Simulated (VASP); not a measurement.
**Li2ZrO2: relaxation of cell and atoms with PBE**

Li2ZrO2:

```xyz
5
Lattice="3.2506 0.0000 0.0000 -1.6253 2.8151 0.0000 0.0000 0.0000 5.3607" Properties=species:S:1:pos:R:3 pbc="T T T"
Li    1.6253    0.9384    1.9759
Li    0.0000    1.8768    3.3848
Zr    0.0000    0.0000    0.0000
O     0.0000    1.8768    1.3253
O     1.6253    0.9384    4.0354
```

```json
{"Program": "VASP 6.6.1", "Task": "relaxation of cell and atoms", "Functional": "PBE", "Potentials or basis": "VASP PAW PBE potentials, release 64 (Li_sv, Zr_sv, O)", "Cutoff": "600 eV", "k mesh": "6 × 6 × 4", "Occupations": "gaussian, width 0.1 eV", "Spin": "no spin polarisation", "Dipole correction": "no", "Further INCAR settings": "ALGO = Normal; EDIFF = 1e-06; IBRION = 2; EDIFFG = -0.04; NSW = 90; ISIF = 3"}
```

```json
{"Relaxed volume": "9.67 Å³/atom", "Relaxed cell": "a = 3.079 Å, b = 3.079 Å, c = 5.891 Å, α = 90.00°, β = 90.00°, γ = 120.00°", "Space group after relaxing (to 0.05 Å)": "P-3m1 (No. 164)", "Energy gained by relaxing": "118.0 meV/atom", "Ionic steps": "8", "Pressure after relaxing": "0.0 GPa", "Largest force after relaxing": "0.035 eV/Å", "Band gap on the k mesh": "zero (band 15 reaches 9.22 eV, above the bottom of band 16 at 8.32 eV)"}
```

Forces in eV/Å, atoms in the order of the input:
```
Li   0.000  0.000 -0.035
Li   0.000  0.000  0.035
Zr   0.000  0.000  0.000
O    0.000  0.000 -0.017
O    0.000  0.000  0.017
```

Stress tensor (GPa, compression positive):
```
-0.34  0.00  0.00
 0.00 -0.34  0.00
 0.00  0.00  0.58
```

Step by step:
```
step  energy change (eV)  largest force (eV/Å)  pressure (GPa)  volume (Å³)
   1              0.0000                1.3903            2.08        49.06
   2             -0.3273                0.7310           -2.81        49.92
   3             -0.4839                0.5080           -6.78        50.91
   4             -0.5193                0.9032            1.59        47.62
   5             -0.5517                0.7249           -2.15        48.92
   6             -0.5874                0.0209            1.14        47.93
   7             -0.5877                0.0824            0.89        48.01
   8             -0.5902                0.0350           -0.03        48.37
```

Final structure:
```cif
data_structure
_symmetry_space_group_name_H-M 'P 1'
_symmetry_Int_Tables_number 1
_cell_length_a 3.0792
_cell_length_b 3.0792
_cell_length_c 5.8910
_cell_angle_alpha 90.000
_cell_angle_beta 90.000
_cell_angle_gamma 120.000
_cell_volume 48.37
loop_
_atom_site_label
_atom_site_type_symbol
_atom_site_fract_x
_atom_site_fract_y
_atom_site_fract_z
_atom_site_occupancy
Li1 Li 0.66667 0.33333 0.37516 1
Li2 Li 0.33333 0.66667 0.62484 1
Zr1 Zr 0.00000 0.00000 0.00000 1
O1 O 0.33333 0.66667 0.26925 1
O2 O 0.66667 0.33333 0.73075 1
```

Levels at points of the mesh, in eV from the Fermi level:
| k point | band 11 | band 12 | band 13 | band 14 | band 15 | band 16 | band 17 | band 18 | band 19 |
| --- | --- | --- | --- | --- | --- | --- | --- | --- | --- |
| (0.00, 0.00, 0.00) | -4.82 | -4.47 | -3.99 | -3.99 | -1.27 | 1.10 | 1.10 | 1.71 | 3.45 |
| (0.50, 0.00, 0.00) | -5.83 | -5.23 | -5.20 | -4.87 | -1.87 | 2.58 | 3.70 | 3.93 | 5.06 |
| (0.00, 0.00, 0.50) | -4.68 | -4.68 | -4.17 | -4.17 | -0.63 | 1.09 | 1.09 | 2.71 | 3.60 |
| (0.50, 0.00, 0.50) | -6.33 | -5.51 | -4.72 | -4.50 | -1.96 | 2.96 | 3.34 | 3.70 | 3.78 |

It took 68 s on 1 thread of Intel(R) Xeon(R) 6975P-C (Granite Rapids), with other jobs on the host, peak memory 0.21 GiB.

Caveat: the k points lie up to 0.39 Å⁻¹ apart in the final cell; the cutoff is under 1.25 times the usual one of these potentials, so pressure, stress and relaxed cells hold a basis-set (Pulay) error.
